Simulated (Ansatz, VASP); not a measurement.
# GaBi2Sb3S: VASP beside Ansatz

```xyz
7
Lattice="3.2449 1.8735 6.0237 -3.2449 1.8735 6.0237 0.0000 -3.7469 6.0237" Properties=species:S:1:pos:R:3 pbc="T T T"
Ga    0.0000    0.0000   13.2933
Sb   -1.6465    0.9506    6.5119
Sb    0.0000   -1.9012    6.5119
Sb    1.6465    0.9506    6.5119
Bi    0.0000    0.0000    2.8888
Bi    0.0000    0.0000    8.8351
S     0.0000    0.0000   15.5397
```

Alike in both runs: functional PBE; k mesh 2 × 2 × 2; occupations gaussian, width 0.15 eV; no spin polarisation.

Ansatz relaxed the structure, and its values are those at the end. VASP's run is a single point on that final structure, the one shown.

```csv
,VASP,Ansatz
version,VASP 6.6.1,Ansatz 0.2.0
potentials or method,"VASP PAW PBE potentials, release 64 (Ga_d, Sb, Bi_d, S), cutoff 500 eV","scalar-relativistic, plane waves, PAW"
valence electrons in the cell,64,94
```

```tsv
	VASP	Ansatz	Ansatz less VASP
gap on the k mesh at the Fermi level (eV)	none	none	-
pressure (GPa)	0.1	0.1	+0.03
rms of the force components (eV/Å)	0.018	0.015	-0.0028
```

A gap of «none» marks a metal or a gap that the smearing closes. VASP's potentials hold 64 valence electrons a cell and Ansatz's 94, so a difference there can come from the potentials and not from the codes.

The k mesh is coarse, so the values compare programs but aren't converged. Spin-orbit coupling is off throughout.
